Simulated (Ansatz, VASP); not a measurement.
Bi2Te3: VASP beside Ansatz

```xyz
5
Lattice="4.2627 0.0000 0.0000 -2.1314 3.6916 0.0000 0.0000 0.0000 41.0302" Properties=species:S:1:pos:R:3 pbc="T T T"
Te    0.0000    0.0000   16.6490
Te    2.1314    1.2305   20.5151
Te    0.0000    2.4611   24.3812
Bi    0.0000    2.4611   18.4331
Bi    0.0000    0.0000   22.5970
```

Change from the starting cell: biaxial strain -0.020, atoms relaxed.

Alike in both runs: functional PBE; dispersion D3(BJ); k mesh 6 × 6 × 1; occupations gaussian, width 0.02 eV; no spin polarisation.

Ansatz relaxed the structure, and its values are those at the end. VASP's run is a single point on that final structure, the one shown.

|  | VASP | Ansatz |
| --- | --- | --- |
| version | VASP 6.6.1 | Ansatz 0.2.0 |
| potentials or method | VASP PAW PBE potentials, release 64 (Te, Bi_d), cutoff 520 eV | scalar-relativistic, plane waves, PAW |
| valence electrons in the cell | 48 | 78 |

```csv
,VASP,Ansatz,Ansatz less VASP
gap on the k mesh at the Fermi level (eV),1.31,1.32,+0.010
least direct gap on the mesh (eV),1.44,1.45,+0.011
rms of the force components (eV/Å),0.006,0.000,-0.0057
```

VASP's potentials hold 48 valence electrons a cell and Ansatz's 78, so a difference there can come from the potentials and not from the codes. Ansatz's warnings: stress scf threshold loose, xc potential rough in thin density.

Spin-orbit coupling is off throughout.
